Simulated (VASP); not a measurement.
# Fe (P6_3/mmc) in VASP: further runs

Fe is run at these levels: PBEsol; tasks: single point.

Program: VASP 6.6.1. These are calculated values, not measurements. Logs are shortened: lines on timing, memory, paths and dates and some standing lists are left out, and cuts for length are marked.

### Step 1. The cell of the first run

It takes space group P6_3/mmc (No. 194, hexagonal). Conventional cell: a = 2.401 Å, b = 2.401 Å, c = 3.790 Å, α = 90.00°, β = 90.00°, γ = 120.00°. Fe (site symmetry -6m2) has 12 Fe at 2.35 to 2.40 Å within 3.1 Å.

### Step 2. Single point, PBEsol, collinear spin, ferromagnetic start

Contents of INCAR:

```
SYSTEM = Fe
PREC = Accurate
ENCUT = 520
EDIFF = 1E-7
ISMEAR = -1
SIGMA = 0.05
LREAL = .False.
LASPH = .True.
NELM = 150
ALGO = Normal
ISIF = 2
LWAVE = .False.
LCHARG = .True.
ISPIN = 2
MAGMOM = 3 3
LORBIT = 11
LMAXMIX = 4
GGA = PS
LELF = .True.
LVHAR = .True.
NBANDS = 19
```

Contents of KPOINTS:

```
regular mesh
0
Gamma
  12 12 7
  0 0 0
```

Contents of POSCAR:

```
Fe
1.0
    2.4012595311      0.0000000000      0.0000000000
   -1.2006297656      2.0795517550      0.0000000000
    0.0000000000      0.0000000000      3.7900100715
Fe
2
Direct
    0.6666666667      0.3333333333      0.7500000000
    0.3333333333      0.6666666667      0.2500000000
```

Potentials or basis: VASP PAW PBE potentials, release 64 (Fe).

Run with:

```console
$ cat potpaw_PBE.64/Fe/POTCAR > POTCAR
$ mpirun -np 1 vasp_std > vasp.out
```

OUTCAR:

```text
SYSTEM = Fe
   PREC = Accurate
   ENCUT = 520
   EDIFF = 1E-7
   ISMEAR = -1
   LREAL = .False.
   LASPH = .True.
   NELM = 150
   ISIF = 2
   ISPIN = 2
   LORBIT = 11
   GGA = PS

 ion  position               nearest neighbor table
   1  0.667  0.333  0.750-   2 2.35   2 2.35   2 2.35   2 2.35   2 2.35   2 2.35
   2  0.333  0.667  0.250-   1 2.35   1 2.35   1 2.35   1 2.35   1 2.35   1 2.35

  LATTYP: Found a hexagonal cell.
 ALAT       =     2.4012595311
 C/A-ratio  =     1.5783425417

  Lattice vectors:

 A1 = (   2.4012595311,   0.0000000000,   0.0000000000)
 A2 = (  -1.2006297656,   2.0795517550,   0.0000000000)
 A3 = (   0.0000000000,   0.0000000000,   3.7900100715)

Analysis of symmetry for initial positions (statically):
=====================================================================
 Subroutine PRICEL returns:
 Original cell was already a primitive cell.

 Routine SETGRP: Setting up the symmetry group for a
 hexagonal supercell.

 Subroutine GETGRP returns: Found 24 space group operations
 (whereof 12 operations were pure point group operations)
 out of a pool of 24 trial point group operations.

The static configuration has the point symmetry D_3d.
 The point group associated with its full space group is D_6h.

Analysis of symmetry for dynamics (positions and initial velocities):
=====================================================================
 Subroutine PRICEL returns:
 Original cell was already a primitive cell.

 Routine SETGRP: Setting up the symmetry group for a
 hexagonal supercell.

 Subroutine GETGRP returns: Found 24 space group operations
 (whereof 12 operations were pure point group operations)
 out of a pool of 24 trial point group operations.

The dynamic configuration has the point symmetry D_3d.
 The point group associated with its full space group is D_6h.

Analysis of structural, dynamic, and magnetic symmetry:
=====================================================================
 Subroutine PRICEL returns:
 Original cell was already a primitive cell.

 Routine SETGRP: Setting up the symmetry group for a
 hexagonal supercell.

 Subroutine GETGRP returns: Found 24 space group operations
 (whereof 12 operations were pure point group operations)
 out of a pool of 24 trial point group operations.

The overall configuration has the point symmetry D_3d.
 The point group associated with its full space group is D_6h.

 Subroutine INISYM returns: Found 24 space group operations
 (whereof 12 operations are pure point group operations),
 and found     1 'primitive' translations

[... 111 lines left out ...]
   IALGO  =     38    algorithm
   IMIX   =      4    mixing-type and parameters
     AMIX     =   0.40;   BMIX     =  1.00
     AMIX_MAG =   1.60;   BMIX_MAG =  1.00
  volume/ion in A,a.u.               =       9.46        63.86
  Fermi-wavevector in a.u.,A,eV,Ry     =   1.547979  2.925256 32.602815  2.396239
  Thomas-Fermi vector in A             =   2.652995
   LORBIT       =     11    0 simple, 1 ext, 2 COOP (PROOUT), +10 PAW based schemes
   GGA     = PS    functional components
   LHFCALC =     F    Hartree Fock is set to
   AEXX    =    0.0000 exact exchange contribution
   IVDW    =     0    specifies the selected vdW correction
   LEPSILON=     F    determine dielectric tensor
   LRPA    =     F    only Hartree local field effects (RPA)
 spin polarized calculation
  energy-cutoff  :      520.00
  volume of cell :       18.93
 maximum number of plane-waves:       537
 NGX is ok and might be reduce to    18
   NGX =  9   NGY =  9   NGZ = 15

 number of electron      15.9999996 magnetization       0.0000482

 number of electron      15.9999996 magnetization      -0.0000147

 Free energy of the ion-electron system (eV)
  ---------------------------------------------------
  ext. energy  EPLUGINS =         0.00000000
  ---------------------------------------------------
  free energy    TOTEN  =       -17.85890761 eV

  energy without entropy =      -17.84057585  energy(sigma->0) =      -17.84974173

 E-fermi :   7.6453     XC(G=0): -14.3906

 val. band max:        7.6206596270   @ k =   0.3333   0.3333   0.2857
 cond. band min:       7.6454837375   @ k =   0.3333   0.2500   0.2857
 fundamental gap:      0.0248241106
 Fermi energy:         7.6452642165

 spin component 1

 k-point     1 :       0.0000    0.0000    0.0000
  band No.  band energies     occupation
      1      -1.7777      1.00000
      2       2.1929      1.00000
      3       5.7662      1.00000
      4       5.7662      1.00000
      5       5.9268      1.00000
      6       6.2956      1.00000
[... 517 lines left out ...]
     18      32.3851      0.00000
     19      34.4262      0.00000

 [... further k-points ...]

 spin component 2

 k-point     1 :       0.0000    0.0000    0.0000
  band No.  band energies     occupation
      1      -1.7777      1.00000
      2       2.1929      1.00000
      3       5.7662      1.00000
      4       5.7662      1.00000
      5       5.9268      1.00000
      6       6.2956      1.00000
[... 517 lines left out ...]
     18      32.3851      0.00000
     19      34.4262      0.00000

 [... further k-points ...]
[... 5 lines left out ...]
  --------------------------------------------------------------------------------------
  -------------------------------------------------------------------------------------
  Total        1.3487743      1.3487743      1.6282007     -0.0000000      0.0000000      0.0000000
  in kB      114.1827965    114.1827965    137.8381175     -0.0000000      0.0000000      0.0000000
  external PRESSURE =     122.0679035 kB  Pullay stress =       0.0000000 kB

 VOLUME and BASIS-vectors are now :
 -----------------------------------------------------------------------------
  energy-cutoff  :      520.00
  volume of cell :       18.93
      direct lattice vectors                 reciprocal lattice vectors
     2.401259531  0.000000000  0.000000000     0.416448113  0.240436430  0.000000000
    -1.200629766  2.079551755  0.000000000     0.000000000  0.480872860  0.000000000
     0.000000000  0.000000000  3.790010071     0.000000000  0.000000000  0.263851542

 POSITION                                       TOTAL-FORCE (eV/Angst)
 -----------------------------------------------------------------------------------
      1.20063      0.69318      2.84251        -0.000000      0.000000      0.000000
     -0.00000      1.38637      0.94750         0.000000     -0.000000      0.000000
 -----------------------------------------------------------------------------------
    total drift:                                0.000000      0.000000     -0.000000

  FREE ENERGIE OF THE ION-ELECTRON SYSTEM (eV)
  ---------------------------------------------------
  free  energy   TOTEN  =       -17.8589076128 eV

  energy  without entropy=      -17.8405758531  energy(sigma->0) =      -17.84974173

 total charge

# of ion       s       p       d       tot
------------------------------------------
    1        0.578   0.720   6.422   7.721
    2        0.578   0.720   6.422   7.721
--------------------------------------------------
tot          1.155   1.441  12.845  15.441

 magnetization (x)

# of ion       s       p       d       tot
------------------------------------------
    1        0.000  -0.000  -0.000  -0.000
    2        0.000  -0.000  -0.000  -0.000
--------------------------------------------------
tot          0.000  -0.000  -0.000  -0.000
```

Wall time 25 s (1 thread of Intel Xeon 6975P-C (Granite Rapids), shared host); peak memory 0.16 GiB.

Results:

* Free energy: -17.8589 eV
* Pressure: 12.2 GPa
* Band gap on the k mesh: zero (filled and empty bands overlap)
* Net moment: 0.00 μB per cell
* Valence electrons inside the program's atomic spheres: Fe 7.72

Levels at points of the mesh, in eV from the Fermi level:
Spin up:
```
           k point  band 5  band 6  band 7  band 8  band 9  band 10  band 11  band 12
(0.00, 0.00, 0.00)   -1.72   -1.35   -1.35   -0.97   -0.97     0.54     0.77     0.77
(0.50, 0.00, 0.00)   -2.22   -1.71   -1.20    0.89    1.14     1.19     2.91     5.23
```
Spin down:
```csv
k point,band 6,band 7,band 8,band 9,band 10,band 11
"(0.00, 0.00, 0.00)",-1.35,-1.35,-0.97,-0.97,0.54,0.77
"(0.50, 0.00, 0.00)",-1.71,-1.20,0.89,1.14,1.19,2.91
```

Caveat: the starting moments collapsed, and a magnetic state may lie lower; the PAW data sets were made with another functional, which shifts forces and pressure a little.

### Step 3. Single point, PBEsol, collinear spin, ferromagnetic start

This run uses another cell than the first one, of 9.66 Å³/atom, 1.021 times its volume.

Contents of INCAR:

```
ALGO = Normal
EDIFF = 1E-7
ENCUT = 520
GGA = PS
ISIF = 2
ISMEAR = -1
ISPIN = 2
LASPH = True
LCHARG = False
LMAXMIX = 4
LORBIT = 11
LREAL = False
LWAVE = False
MAGMOM = 3 3
NBANDS = 19
NELM = 150
PREC = Accurate
SIGMA = 0.05
```

Contents of KPOINTS:

```
k-points
0
Gamma
  12 12 7
```

Contents of POSCAR:

```
Fe
1.0
    2.4178204650      0.0000000000      0.0000000000
   -1.2089102325      2.0938939445      0.0000000000
    0.0000000000      0.0000000000      3.8161488980
Fe
2
Direct
    0.6666666667      0.3333333333      0.7500000000
    0.3333333333      0.6666666667      0.2500000000
```

Potentials or basis: VASP PAW PBE potentials, release 64 (Fe).

Run with:

```console
$ cat potpaw_PBE.64/Fe/POTCAR > POTCAR
$ mpirun -np 1 vasp_std > vasp.out
```

Run time: 25 s. Hardware: 1 thread of Intel Xeon 6975P-C (Granite Rapids), shared host; peak memory 0.16 GiB.

It converged, with:

```
Free energy                                           : -17.8796 eV
Pressure                                              : 4.8 GPa
Band gap on the k mesh                                : zero (filled and empty bands overlap)
Net moment                                            : 0.00 μB per cell
Valence electrons inside the program's atomic spheres : Fe 7.66
```

Stress tensor (GPa, compression positive):
```
4.10 0.00 0.00
0.00 4.10 0.00
0.00 0.00 6.06
```

Levels at points of the mesh, in eV from the Fermi level:
Spin up:
| k point | band 6 | band 7 | band 8 | band 9 | band 10 | band 11 |
| --- | --- | --- | --- | --- | --- | --- |
| (0.00, 0.00, 0.00) | -1.31 | -1.31 | -0.94 | -0.94 | 0.52 | 0.75 |
| (0.50, 0.00, 0.00) | -1.66 | -1.17 | 0.86 | 1.11 | 1.16 | 2.83 |
Spin down:
| k point | band 4 | band 5 | band 6 | band 7 | band 8 | band 9 | band 10 | band 11 | band 12 | band 13 |
| --- | --- | --- | --- | --- | --- | --- | --- | --- | --- | --- |
| (0.00, 0.00, 0.00) | -1.82 | -1.67 | -1.31 | -1.31 | -0.94 | -0.94 | 0.52 | 0.75 | 0.75 | 9.31 |
| (0.50, 0.00, 0.00) | -2.22 | -2.15 | -1.66 | -1.17 | 0.86 | 1.11 | 1.16 | 2.83 | 5.10 | 11.74 |

Caveat: the starting moments collapsed, and a magnetic state may lie lower; the PAW data sets were made with another functional, which shifts forces and pressure a little.

### Step 4. Single point, PBEsol, collinear spin, ferromagnetic start

This run uses another cell than the first one, of 9.86 Å³/atom, 1.042 times its volume.

Contents of INCAR:

```
PREC = Accurate
ENCUT = 520
EDIFF = 1E-6
ISMEAR = -1
SIGMA = 0.05
LREAL = F
LASPH = T
NELM = 150
ALGO = Normal
ISIF = 2
LWAVE = F
LCHARG = F
ISPIN = 2
MAGMOM = 3 3
LORBIT = 11
LMAXMIX = 4
GGA = PS
NBANDS = 19
```

Contents of KPOINTS:

```
Automatic mesh
0
Gamma
  12 12 7
```

Contents of POSCAR:

```
Fe
1.0
    2.4341575853      0.0000000000      0.0000000000
   -1.2170787927      2.1080423057      0.0000000000
    0.0000000000      0.0000000000      3.8419344700
Fe
2
Direct
    0.6666666667      0.3333333333      0.7500000000
    0.3333333333      0.6666666667      0.2500000000
```

Potentials or basis: VASP PAW PBE potentials, release 64 (Fe).

Run with:

```console
$ cat potpaw_PBE.64/Fe/POTCAR > POTCAR
$ mpirun -np 1 vasp_std > vasp.out
```

OUTCAR:

```text
PREC = Accurate
   ENCUT = 520
   EDIFF = 1E-6
   ISMEAR = -1
   LREAL = F
   LASPH = T
   NELM = 150
   ISIF = 2
   ISPIN = 2
   LORBIT = 11
   GGA = PS

 ion  position               nearest neighbor table
   1  0.667  0.333  0.750-   2 2.38   2 2.38   2 2.38   2 2.38   2 2.38   2 2.38
   2  0.333  0.667  0.250-   1 2.38   1 2.38   1 2.38   1 2.38   1 2.38   1 2.38

  LATTYP: Found a hexagonal cell.
 ALAT       =     2.4341575853
 C/A-ratio  =     1.5783425417

  Lattice vectors:

 A1 = (   2.4341575853,   0.0000000000,   0.0000000000)
 A2 = (  -1.2170787927,   2.1080423057,   0.0000000000)
 A3 = (   0.0000000000,   0.0000000000,   3.8419344700)

Analysis of symmetry for initial positions (statically):
=====================================================================
 Subroutine PRICEL returns:
 Original cell was already a primitive cell.

 Routine SETGRP: Setting up the symmetry group for a
 hexagonal supercell.

 Subroutine GETGRP returns: Found 24 space group operations
 (whereof 12 operations were pure point group operations)
[... 720 lines left out ...]

 spin component 2

 k-point     1 :       0.0000    0.0000    0.0000
  band No.  band energies     occupation
      1      -2.0273      1.00000
      2       1.9660      1.00000
      3       5.3863      1.00000
      4       5.3863      1.00000
      5       5.5346      1.00000
      6       5.8822      1.00000
[... 517 lines left out ...]
     18      31.3910      0.00000
     19      33.0444      0.00000

 [... further k-points ...]
[... 5 lines left out ...]
  --------------------------------------------------------------------------------------
  -------------------------------------------------------------------------------------
  Total       -0.2958195     -0.2958195     -0.0999520      0.0000000      0.0000000      0.0000000
  in kB      -24.0413789    -24.0413789     -8.1231441      0.0000000      0.0000000      0.0000000
  external PRESSURE =     -18.7353006 kB  Pullay stress =       0.0000000 kB

 VOLUME and BASIS-vectors are now :
 -----------------------------------------------------------------------------
  energy-cutoff  :      520.00
  volume of cell :       19.71
      direct lattice vectors                 reciprocal lattice vectors
     2.434157585  0.000000000  0.000000000     0.410819746  0.237186891  0.000000000
    -1.217078793  2.108042306  0.000000000     0.000000000  0.474373781  0.000000000
     0.000000000  0.000000000  3.841934470     0.000000000  0.000000000  0.260285543

 POSITION                                       TOTAL-FORCE (eV/Angst)
 -----------------------------------------------------------------------------------
      1.21708      0.70268      2.88145         0.000000      0.000000      0.000000
     -0.00000      1.40536      0.96048        -0.000000     -0.000000      0.000000
 -----------------------------------------------------------------------------------
    total drift:                                0.000000     -0.000000     -0.000000

  FREE ENERGIE OF THE ION-ELECTRON SYSTEM (eV)
  ---------------------------------------------------
  free  energy   TOTEN  =       -17.8829663103 eV

  energy  without entropy=      -17.8635243597  energy(sigma->0) =      -17.87324533

 total charge

# of ion       s       p       d       tot
------------------------------------------
    1        0.555   0.675   6.374   7.605
    2        0.555   0.675   6.374   7.605
--------------------------------------------------
tot          1.111   1.350  12.748  15.209

 magnetization (x)

# of ion       s       p       d       tot
------------------------------------------
    1       -0.000  -0.000   0.000   0.000
    2       -0.000  -0.000   0.000   0.000
--------------------------------------------------
tot         -0.000  -0.000   0.000   0.000
```

Run time: 21 s. Hardware: 1 thread of Intel Xeon 6975P-C (Granite Rapids), shared host; peak memory 0.16 GiB.

Results:

```
Free energy                                           : -17.8830 eV
Pressure                                              : -1.9 GPa
Band gap on the k mesh                                : zero (filled and empty bands overlap)
Net moment                                            : 0.00 μB per cell
Valence electrons inside the program's atomic spheres : Fe 7.61
```

Levels at points of the mesh, in eV from the Fermi level:
Spin up:
```tsv
k point	band 6	band 7	band 8	band 9	band 10	band 11
(0.00, 0.00, 0.00)	-1.27	-1.27	-0.92	-0.92	0.52	0.73
(0.50, 0.00, 0.00)	-1.61	-1.14	0.83	1.08	1.12	2.76
```
Spin down:
```
           k point  band 6  band 7  band 8  band 9  band 10  band 11
(0.00, 0.00, 0.00)   -1.27   -1.27   -0.92   -0.92     0.52     0.73
(0.50, 0.00, 0.00)   -1.61   -1.14    0.83    1.08     1.12     2.76
```

Caveat: the starting moments collapsed, and a magnetic state may lie lower; the PAW data sets were made with another functional, which shifts forces and pressure a little.

### Step 5. Single point, PBEsol, collinear spin, ferromagnetic start

This run uses another cell than the first one, of 10.05 Å³/atom, 1.062 times its volume.

Contents of INCAR:

```
SYSTEM = Fe
ALGO     = Fast           ! electronic algorithm
EDIFF    = 1E-6           ! SCF threshold, eV
ENCUT    = 520            ! plane-wave cutoff, eV
GGA      = PS             ! functional
ISIF     = 2              ! what is computed and relaxed
ISMEAR   = -1             ! smearing method
ISPIN    = 2              ! spin polarisation
LASPH    = .True.         ! aspherical terms in the spheres
LCHARG   = .False.        ! write CHGCAR
LMAXMIX  = 4              ! l up to which the mixer works
LORBIT   = 11             ! projections on sites
LREAL    = .False.        ! projectors in reciprocal space
LWAVE    = .False.        ! write WAVECAR
MAGMOM   = 3 3            ! initial moments
NBANDS   = 19             ! bands
NELM     = 150            ! most SCF steps
PREC     = Accurate       ! precision mode
SIGMA    = 0.05           ! smearing width, eV
```

Contents of KPOINTS:

```
k-points
0
Gamma
  12 12 7
  0 0 0
```

Contents of POSCAR:

```
Fe
1.0
    2.4502783040      0.0000000000      0.0000000000
   -1.2251391521      2.1220032576      0.0000000000
    0.0000000000      0.0000000000      3.8673784861
Fe
2
Direct
    0.6666666667      0.3333333333      0.7500000000
    0.3333333333      0.6666666667      0.2500000000
```

Run with:

```console
$ cat potpaw_PBE.64/Fe/POTCAR > POTCAR
$ mpirun -np 1 vasp_std > vasp.out
```

It took 24 s on 1 thread of Intel Xeon 6975P-C (Granite Rapids), shared host; peak memory 0.16 GiB.

It converged, with:

```yaml
Free_energy: -17.8708 eV
Pressure: -7.9 GPa
Band_gap_on_the_k_mesh: zero (filled and empty bands overlap)
Net_moment: 0.00 μB per cell
Valence_electrons_inside_the_program's_atomic_spheres: Fe 7.55
```

Stress tensor (GPa, compression positive):
```
-8.29  0.00  0.00
 0.00 -8.29  0.00
 0.00  0.00 -7.03
```

Levels at points of the mesh, in eV from the Fermi level:
Spin up:
```csv
k point,band 6,band 7,band 8,band 9,band 10,band 11
"(0.00, 0.00, 0.00)",-1.23,-1.23,-0.89,-0.89,0.51,0.71
"(0.50, 0.00, 0.00)",-1.57,-1.11,0.81,1.04,1.09,2.70
```
Spin down:
```csv
k point,band 6,band 7,band 8,band 9,band 10,band 11
"(0.00, 0.00, 0.00)",-1.23,-1.23,-0.89,-0.89,0.51,0.71
"(0.50, 0.00, 0.00)",-1.57,-1.11,0.81,1.04,1.09,2.69
```

Caveat: the starting moments collapsed, and a magnetic state may lie lower; the PAW data sets were made with another functional, which shifts forces and pressure a little.
